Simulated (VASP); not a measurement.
A run of VASP 6.6.1:

POSCAR

```
Rh
1.0
    0.0000000000      1.9402002583      1.9402002583
    1.9402002583      0.0000000000      1.9402002583
    1.9402002583      1.9402002583      0.0000000000
Rh
1
Direct
    0.0000000000      0.0000000000      0.0000000000
```

File INCAR.step1:

```
PREC     = Accurate       # precision mode
ENCUT    = 520            # plane-wave cutoff, eV
EDIFF    = 1E-5           # SCF threshold, eV
ISMEAR   = -1             # smearing method
SIGMA    = 0.1            # smearing width, eV
LREAL    = False          # projectors in reciprocal space
LASPH    = True           # aspherical terms in the spheres
NELM     = 60             # most SCF steps
ALGO     = Normal         # electronic algorithm
ISIF     = 2              # what is computed and relaxed
LWAVE    = True           # write WAVECAR
GGA      = PE             # functional
NBANDS   = 14             # bands
```

Contents of INCAR.step2:

```
PREC     = Accurate       # precision mode
ENCUT    = 520            # plane-wave cutoff, eV
EDIFF    = 1E-6           # SCF threshold, eV
ISMEAR   = -1             # smearing method
SIGMA    = 0.1            # smearing width, eV
LREAL    = False          # projectors in reciprocal space
LASPH    = True           # aspherical terms in the spheres
NELM     = 60             # most SCF steps
ALGO     = Normal         # electronic algorithm
ISIF     = 2              # what is computed and relaxed
LWAVE    = False          # write WAVECAR
LCHARG   = True           # write CHGCAR
GGA      = PE             # functional
LHFCALC  = True           # exact exchange
HFSCREEN = 0.2079         # screening, 1/A
PRECFOCK = Normal       
LELF     = True           # ELF
LVHAR    = True         
ISTART   = 1            
NBANDS   = 14             # bands
```

File KPOINTS:

```
Automatic mesh
0
Gamma
  6 6 6
```

Potentials or basis: VASP PAW PBE potentials, release 64 (Rh_pv).

Command:

```bash
$ cat potpaw_PBE.64/Rh_pv/POTCAR > POTCAR
$ cp INCAR.step1 INCAR
$ mpirun -np 1 vasp_std > vasp.out
$ cp INCAR.step2 INCAR
$ mpirun -np 1 vasp_std > vasp.out
```

Hardware: 1 thread of Intel Xeon 8259CL, on a shared host.

Estimate the wall time of this run.

Run time: 27 min on 1 thread of Intel Xeon 8259CL, on a shared host, peak memory 0.24 GiB. Counts: k points 16.
